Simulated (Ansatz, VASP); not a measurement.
# Two plane-wave programs on AlGa5P6

```
Al Ga P
1.0
     6.72562    0.00000    0.00000
    -3.36281    5.82456    0.00000
     0.00000    0.00000    6.39393
Al Ga P
1 5 6
Direct
  0.00000 0.00000 0.49922
  0.33333 0.66667 0.49996
  0.66667 0.33333 0.49996
  0.00000 0.66664 0.00014
  0.66664 0.00000 0.00014
  0.33336 0.33336 0.00014
  0.33333 0.66667 0.87426
  0.00000 0.00000 0.87301
  0.66667 0.33333 0.87426
  0.00000 0.66697 0.37430
  0.66697 0.00000 0.37430
  0.33303 0.33303 0.37430
```

Alike in both runs: functional PBE; k mesh 6 × 6 × 4; occupations gaussian, width 0.02 eV; no spin polarisation.

Ansatz relaxed the structure, and its values are those at the end. VASP's run is a single point on that final structure, the one shown.

|  | VASP | Ansatz |
| --- | --- | --- |
| version | VASP 6.6.1 | Ansatz 0.2.0 |
| potentials or method | VASP PAW PBE potentials, release 64 (Al, Ga_d, P), cutoff 520 eV | scalar-relativistic, plane waves, PAW |
| valence electrons in the cell | 98 | 98 |

|  | VASP | Ansatz | Ansatz less VASP |
| --- | --- | --- | --- |
| gap on the k mesh at the Fermi level (eV) | 1.40 | 1.40 | +0.002 |
| least direct gap on the mesh (eV) | 1.40 | 1.40 | +0.002 |
| pressure (GPa) | 0.0 | 0.0 | +0.01 |

The functional is the same, so the differences come from potentials, cutoffs and numerics.
